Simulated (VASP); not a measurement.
Write the native input for VASP 6.6.1 that does the following.

| Quantity | Value |
| --- | --- |
| Task | single point |
| Functional | PBE |
| Potentials or basis | VASP PAW PBE potentials, release 64 (Nb_sv, C) |
| Cutoff | 520 eV |
| k mesh | 10 × 10 × 10 |
| Occupations | gaussian, width 0.1 eV |
| Spin | no spin polarisation |
| Dipole correction | no |
| Further INCAR settings | ALGO = Normal; EDIFF = 1e-07; NBANDS = 27 |

The structure of Nb2C3 lies in POSCAR:

```
Nb2C3
1.0
    3.8294897576      0.0000000000      0.0000000000
    0.0000000000      3.8294897576      0.0000000000
    0.0000000000      0.0000000000      3.9419569514
Nb C
2 3
Direct
    0.0000000000      0.0000000000      0.0000000000
    0.5000000000      0.5000000000      0.0000000000
    0.0000000000      0.5000000000      0.5000000000
    0.5000000000      0.0000000000      0.5000000000
    0.0000000000      0.0000000000      0.5000000000
```

The cell was generated, and may not be a known phase.

These files were run (other wordings do the same):

INCAR

```
SYSTEM = Nb2C3
  PREC = Accurate
  ENCUT = 520
  EDIFF = 1E-7
  ISMEAR = 0
  SIGMA = 0.1
  LREAL = .FALSE.
  LASPH = .TRUE.
  NELM = 60
  ALGO = Normal
  ISIF = 2
  LWAVE = .FALSE.
  LCHARG = .TRUE.
  GGA = PE
  LELF = .TRUE.
  LVHAR = .TRUE.
  NBANDS = 27
```

KPOINTS

```
Automatic mesh
0
G
  10 10 10
  0 0 0
```

Potentials or basis: VASP PAW PBE potentials, release 64 (Nb_sv, C).

The run is started by

```bash
$ cat potpaw_PBE.64/Nb_sv/POTCAR potpaw_PBE.64/C/POTCAR > POTCAR
$ mpirun -np 1 vasp_std > vasp.out
```

It gave:

```json
{"Pressure": "-0.2 GPa", "Band gap on the k mesh": "zero (bands 19 and 20 overlap by 1.71 eV)"}
```

It took 4.8 min on 1 thread of Intel Xeon 8259CL (shared host), peak memory 0.28 GiB.
